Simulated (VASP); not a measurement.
# BeTe (F-43m) in VASP: a series of runs, part 2 of 2

VASP 6.6.1.

**4. Relaxation of cell and atoms, LDA, target pressure 4 GPa, at which the enthalpy is minimised**

File INCAR:

```
SYSTEM = BeTe
ALGO = Normal
EDIFF = 1E-6
EDIFFG = -0.002
ENCUT = 600
GGA = CA
IBRION = 2
ISIF = 3
ISMEAR = 0
LASPH = .TRUE.
LCHARG = .FALSE.
LREAL = .FALSE.
LWAVE = .FALSE.
NELM = 80
NSW = 100
PREC = Accurate
PSTRESS = 40.0
SIGMA = 0.01
```

File KPOINTS:

```
k-points
0
G
  8 8 8
  0 0 0
```

File POSCAR:

```
BeTe
1.0
    0.0000000000      2.7772235934      2.7772235934
    2.7772235934      0.0000000000      2.7772235934
    2.7772235934      2.7772235934      0.0000000000
Be Te
1 1
Direct
    0.0000000000      0.0000000000      0.0000000000
    0.7500000000      0.7500000000      0.7500000000
```

Potentials or basis: VASP PAW LDA potentials, release 64 (Be, Te).

On the command line:

```console
$ cat potpaw_LDA.64/Be/POTCAR potpaw_LDA.64/Te/POTCAR > POTCAR
$ mpirun -np 1 vasp_std > vasp.out
```

OUTCAR:

```text
SYSTEM = BeTe
   EDIFF = 1E-6
   EDIFFG = -0.002
   ENCUT = 600
   GGA = CA
   IBRION = 2
   ISIF = 3
   ISMEAR = 0
   LASPH = .TRUE.
   LREAL = .FALSE.
   NELM = 80
   NSW = 100
   PREC = Accurate
   PSTRESS = 40.0

 ion  position               nearest neighbor table
   1  0.000  0.000  0.000-   2 2.41   2 2.41   2 2.41   2 2.41
   2  0.750  0.750  0.750-   1 2.41   1 2.41   1 2.41   1 2.41

  LATTYP: Found a face centered cubic cell.
 ALAT       =     5.5544471868

  Lattice vectors:

 A1 = (   0.0000000000,   2.7772235934,   2.7772235934)
 A2 = (   2.7772235934,   0.0000000000,   2.7772235934)
 A3 = (   2.7772235934,   2.7772235934,   0.0000000000)

Analysis of symmetry for initial positions (statically):
=====================================================================
 Subroutine PRICEL returns:
[... 377 lines left out ...]
 cond. band min:       7.6817023485   @ k =   0.5000   0.5000   0.0000
 fundamental gap:      1.6362195967
 Fermi energy:         6.1211996715

 k-point     1 :       0.0000    0.0000    0.0000
  band No.  band energies     occupation
      1      -6.9235      2.00000
      2       6.0455      2.00000
      3       6.0455      2.00000
      4       6.0455      2.00000
      5       9.5426      0.00000
      6       9.5426      0.00000
      7       9.5426      0.00000
      8      10.4780      0.00000
[... 243 lines left out ...]
 k-point    24 :      -0.3750    0.2500    0.1250
  band No.  band energies     occupation
      1      -5.0626      2.00000
      2       0.3676      2.00000
      3       2.8094      2.00000
      4       3.8497      2.00000
      5      10.1250      0.00000
      6      10.5222      0.00000
      7      12.9570      0.00000
      8      14.0195      0.00000

 [... further k-points ...]

------------------------ aborting loop because EDIFF is reached ----------------------------------------

  FORCE on cell =-STRESS in cart. coord.  units (eV):
  Direction    XX          YY          ZZ          XY          YZ          ZX
  --------------------------------------------------------------------------------------
  -------------------------------------------------------------------------------------
  Total        1.0169809      1.0169809      1.0169809      0.0000000      0.0000000      0.0000000
  in kB       40.0600169     40.0600169     40.0600169      0.0000000      0.0000000      0.0000000
  external PRESSURE =       0.0600169 kB  Pullay stress =      40.0000000 kB
[... 21 lines left out ...]
  energy  without entropy=       -8.6986225698  energy(sigma->0) =       -8.69862257

  enthalpy is  TOTEN    =        -7.6831652713 eV   P V=        1.0154572985

 reached required accuracy - stopping structural energy minimisation
```

Run time: 20 s. Hardware: 1 thread of Intel Xeon 6975P-C (Granite Rapids), shared host; peak memory 0.16 GiB.

Results:

```
Free energy                                            : -8.6986 eV
Relaxed volume                                         : 20.34 Å³/atom
Relaxed cell                                           : a = 3.860 Å, b = 3.860 Å, c = 3.860 Å, α = 60.00°, β = 60.00°, γ = 60.00°
Space group after relaxing (to 0.05 Å)                 : F-43m (No. 216)
Energy change on relaxing (the enthalpy is what falls) : +14.0 meV/atom
Ionic steps                                            : 16
Pressure after relaxing                                : 4.0 GPa
Band gap on the k mesh                                 : 1.64 eV, indirect (least direct gap 3.50 eV)
```

The path:
| step | energy change (eV) | largest force (eV/Å) | pressure (GPa) | volume (Å³) |
| --- | --- | --- | --- | --- |
| 1 | 0.0000 | 0.0000 | 0.28 | 42.84 |
| 2 | 0.0535 | 0.0000 | 5.73 | 39.83 |
| 3 | 0.0279 | 0.0000 | 4.02 | 40.68 |
| 4 | 0.0268 | 0.0000 | 3.93 | 40.72 |
| 5 | 0.0268 | 0.0000 | 3.92 | 40.72 |
| 6 | 0.0269 | 0.0000 | 3.92 | 40.71 |
| 7 | 0.0269 | 0.0000 | 3.93 | 40.71 |
| 8 | 0.0269 | 0.0000 | 3.93 | 40.71 |
| 9 | 0.0269 | 0.0000 | 3.93 | 40.71 |
| 10 | 0.0269 | 0.0000 | 3.93 | 40.71 |
| 11 | 0.0269 | 0.0000 | 3.93 | 40.71 |
| 12 | 0.0270 | 0.0000 | 3.93 | 40.71 |
| 13 | 0.0270 | 0.0000 | 3.93 | 40.71 |
| 14 | 0.0272 | 0.0000 | 3.94 | 40.70 |
| 15 | 0.0274 | 0.0000 | 3.97 | 40.69 |
| 16 | 0.0279 | 0.0000 | 4.01 | 40.67 |

Final structure:
```cif
data_structure
_symmetry_space_group_name_H-M 'P 1'
_symmetry_Int_Tables_number 1
_cell_length_a 3.8602
_cell_length_b 3.8602
_cell_length_c 3.8602
_cell_angle_alpha 60.000
_cell_angle_beta 60.000
_cell_angle_gamma 60.000
_cell_volume 40.67
loop_
_atom_site_label
_atom_site_type_symbol
_atom_site_fract_x
_atom_site_fract_y
_atom_site_fract_z
_atom_site_occupancy
Be1 Be 0.00000 0.00000 0.00000 1
Te1 Te 0.75000 0.75000 0.75000 1
```

Caveat: the cell is relaxed towards a set pressure, so the enthalpy falls and the energy may rise; spin-orbit coupling is left out, which moves the levels of the heavy elements. A k mesh can miss the band edges.

**5. Relaxation of cell and atoms, LDA, target pressure 7 GPa, at which the enthalpy is minimised**

File INCAR:

```
PREC = Accurate
ENCUT = 600
EDIFF = 1E-6
ISMEAR = 0
SIGMA = 0.01
LREAL = F
LASPH = T
NELM = 80
ALGO = Normal
ISIF = 3
LWAVE = F
LCHARG = F
GGA = CA
IBRION = 2
NSW = 100
EDIFFG = -0.002
PSTRESS = 70.0
```

File KPOINTS:

```
regular mesh
0
Gamma
  8 8 8
```

POSCAR is that of step 4.

On the command line:

```console
$ cat potpaw_LDA.64/Be/POTCAR potpaw_LDA.64/Te/POTCAR > POTCAR
$ mpirun -np 1 vasp_std > vasp.out
```

Wall time 10 s (1 thread of Intel Xeon 6975P-C (Granite Rapids), shared host); peak memory 0.16 GiB.

The run converged. Its results:

| Item | Value |
| --- | --- |
| Free energy | -8.6507 eV |
| Relaxed volume | 19.63 Å³/atom |
| Relaxed cell | a = 3.815 Å, b = 3.815 Å, c = 3.815 Å, α = 60.00°, β = 60.00°, γ = 60.00° |
| Space group after relaxing (to 0.05 Å) | F-43m (No. 216) |
| Energy change on relaxing (the enthalpy is what falls) | +37.9 meV/atom |
| Ionic steps | 3 |
| Pressure after relaxing | 7.0 GPa |
| Band gap on the k mesh | 1.54 eV, indirect (least direct gap 3.46 eV) |

Step by step:
```
step  energy change (eV)  largest force (eV/Å)  pressure (GPa)  volume (Å³)
   1              0.0000                0.0000            0.28        42.84
   2              0.1766                0.0000           11.50        37.51
   3              0.0758                0.0000            6.99        39.27
```

Final structure:
```yaml
crystal:
  lattice:
    - [0.00000, 2.69776, 2.69776]
    - [2.69776, 0.00000, 2.69776]
    - [2.69776, 2.69776, 0.00000]
  atoms:
    - { symbol: Be, position: [0.00000, 0.00000, 0.00000] }
    - { symbol: Te, position: [0.75000, 0.75000, 0.75000] }
```

Levels at points of the mesh, in eV from the valence-band top:
| k point | band 1 | band 2 | band 3 | band 4 | band 5 | band 6 | band 7 | band 8 |
| --- | --- | --- | --- | --- | --- | --- | --- | --- |
| (0.00, 0.00, 0.00) | -13.24 | 0.00 | 0.00 | 0.00 | 3.46 | 3.46 | 3.46 | 4.71 |
| (0.50, 0.00, 0.00) | -11.56 | -6.41 | -1.37 | -1.37 | 3.42 | 4.48 | 4.48 | 7.57 |
| (0.50, 0.50, 0.00) | -10.94 | -5.81 | -3.16 | -3.16 | 1.54 | 2.45 | 10.42 | 10.42 |

Caveat: the cell is relaxed towards a set pressure, so the enthalpy falls and the energy may rise; spin-orbit coupling is left out, which moves the levels of the heavy elements.

**6. Relaxation of cell and atoms, LDA, target pressure 10 GPa, at which the enthalpy is minimised**

File INCAR:

```
SYSTEM = BeTe
  PREC = Accurate
  ENCUT = 600
  EDIFF = 1E-6
  ISMEAR = 0
  SIGMA = 0.01
  LREAL = .FALSE.
  LASPH = .TRUE.
  NELM = 100
  ALGO = Normal
  ISIF = 3
  LWAVE = .FALSE.
  LCHARG = .FALSE.
  GGA = CA
  IBRION = 2
  NSW = 100
  EDIFFG = -0.002
  PSTRESS = 100.0
```

File KPOINTS:

```
regular mesh
0
G
  8 8 8
  0 0 0
```

POSCAR is that of step 5.

Potentials or basis: VASP PAW LDA potentials, release 64 (Be, Te).

On the command line:

```console
$ cat potpaw_LDA.64/Be/POTCAR potpaw_LDA.64/Te/POTCAR > POTCAR
$ mpirun -np 1 vasp_std > vasp.out
```

It took 13 s on 1 thread of Intel Xeon 6975P-C (Granite Rapids), shared host; peak memory 0.16 GiB.

Results (log left out):

```yaml
Free_energy: -8.5867 eV
Relaxed_volume: 19.03 Å³/atom
Relaxed_cell: a = 3.776 Å, b = 3.776 Å, c = 3.776 Å, α = 60.00°, β = 60.00°, γ = 60.00°
Space_group_after_relaxing_to_0.05_Å: F-43m (No. 216)
Energy_change_on_relaxing_the_enthalpy_is_what_falls: +69.9 meV/atom
Ionic_steps: 6
Pressure_after_relaxing: 10.0 GPa
Band_gap_on_the_k_mesh: 1.45 eV, indirect (least direct gap 3.42 eV)
```

The path:
```tsv
step	energy change (eV)	largest force (eV/Å)	pressure (GPa)	volume (Å³)
1	0.0000	0.0000	0.28	42.84
2	0.3850	0.0000	18.78	35.28
3	0.1384	0.0000	9.93	38.08
4	0.1441	0.0000	10.16	37.99
5	0.1380	0.0000	9.93	38.08
6	0.1398	0.0000	9.99	38.05
```

Final structure:
```cif
data_structure
_symmetry_space_group_name_H-M 'P 1'
_symmetry_Int_Tables_number 1
_cell_length_a 3.7755
_cell_length_b 3.7755
_cell_length_c 3.7755
_cell_angle_alpha 60.000
_cell_angle_beta 60.000
_cell_angle_gamma 60.000
_cell_volume 38.05
loop_
_atom_site_label
_atom_site_type_symbol
_atom_site_fract_x
_atom_site_fract_y
_atom_site_fract_z
_atom_site_occupancy
Be1 Be 0.00000 0.00000 0.00000 1
Te1 Te 0.75000 0.75000 0.75000 1
```

Levels at points of the mesh, in eV from the valence-band top:
| k point | band 2 | band 3 | band 4 | band 5 | band 6 | band 7 |
| --- | --- | --- | --- | --- | --- | --- |
| (0.00, 0.00, 0.00) | 0.00 | 0.00 | 0.00 | 3.42 | 3.42 | 3.42 |
| (0.50, 0.00, 0.00) | -6.64 | -1.43 | -1.43 | 3.52 | 4.45 | 4.45 |
| (0.50, 0.50, 0.00) | -6.00 | -3.30 | -3.30 | 1.45 | 2.40 | 10.62 |

Caveat: the cell is relaxed towards a set pressure, so the enthalpy falls and the energy may rise; spin-orbit coupling is left out, which moves the levels of the heavy elements.

**7. Summary**

| cell | gap on the mesh (eV) | pressure (GPa) |
| --- | --- | --- |
| relaxed to 1 GPa | 1.74 | 1.0 |
| relaxed to 2 GPa | 1.71 | 2.0 |
| relaxed to 4 GPa | 1.64 | 4.0 |
| relaxed to 7 GPa | 1.54 | 7.0 |
| relaxed to 10 GPa | 1.45 | 10.0 |

Alike in all rows: task relaxation of cell and atoms; level LDA; potentials or basis VASP PAW LDA potentials, release 64 (Be, Te); no spin polarisation; k mesh 8 × 8 × 8; cutoff (eV) 600; smearing gaussian 0.01 eV.

Caveats: the cell is relaxed towards a set pressure, so the enthalpy falls and the energy may rise; spin-orbit coupling is left out, which moves the levels of the heavy elements.

Total energies depend on the potentials used, so only differences within one code and one set of settings carry meaning.
